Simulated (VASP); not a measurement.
Input of a VASP 6.6.1 run:

INCAR

```
SYSTEM = BN
PREC = Accurate ; ENCUT = 520
EDIFF = 1E-6 ; ISMEAR = -1
SIGMA = 0.05 ; LREAL = .False.
LASPH = .True. ; NELM = 100
ALGO = Normal ; ISIF = 2
LWAVE = .False. ; LCHARG = .False.
GGA = PS ; IVDW = 13
NBANDS = 16
```

The input KPOINTS:

```
Automatic mesh
0
Gamma
  12 12 4
  0 0 0
```

POSCAR

```
BN
1.0
    2.5016394764      0.0000000000      0.0000000000
   -1.2508197382      2.1664833376      0.0000000000
    0.0000000000      0.0000000000      6.4795114066
N B
2 2
Direct
    0.6666666667      0.3333333333      0.2500000000
    0.3333333333      0.6666666667      0.7500000000
    0.6666666667      0.3333333333      0.7500000000
    0.3333333333      0.6666666667      0.2500000000
```

Potentials or basis: VASP PAW PBE potentials, release 64 (N, B).

Command:

```bash
$ cat potpaw_PBE.64/N/POTCAR potpaw_PBE.64/B/POTCAR > POTCAR
$ mpirun -np 1 vasp_std > vasp.out
```

Estimate the band gap on the k mesh.

4.11 eV (least direct gap 4.51 eV).

Predict the pressure.

0.3 GPa.

Predict the dispersion energy per atom.

-0.095 eV.

Stress tensor (GPa, compression positive):
```
 0.53  0.00  0.00
 0.00  0.53  0.00
 0.00  0.00 -0.18
```

Caveat: the PAW data sets were made with another functional, which shifts forces and pressure a little. A k mesh can miss the band edges.
